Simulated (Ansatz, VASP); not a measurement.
# One calculation of Ag, two programs

```
Ag
1.0
     1.42816    0.82455    7.08886
    -1.42816    0.82455    7.08886
     0.00000   -1.64910    7.08886
Ag
3
Cartesian
  0.0000 0.0000 0.0000
  0.0000 0.0000 16.5390
  0.0000 0.0000 4.7275
```

Alike in both runs: functional PBEsol; k mesh 9 × 9 × 9; occupations gaussian, width 0.1 eV; no spin polarisation.

Ansatz relaxed the structure, and its values are those at the end. VASP's run is a single point on that final structure, the one shown.

```csv
,VASP,Ansatz
version,VASP 6.6.1,Ansatz 0.2.0
potentials or method,"VASP PAW PBE potentials, release 64 (Ag), cutoff 520 eV","scalar-relativistic, plane waves, PAW"
valence electrons in the cell,33,57
```

```tsv
	VASP	Ansatz	Ansatz less VASP
gap on the k mesh at the Fermi level (eV)	none	none	-
pressure (GPa)	-0.5	-0.3	+0.22
```

VASP's potentials were made for PBE, not for PBEsol. A gap of «none» marks a metal or a gap that the smearing closes. VASP's potentials hold 33 valence electrons a cell and Ansatz's 57, so a difference there can come from the potentials and not from the codes.
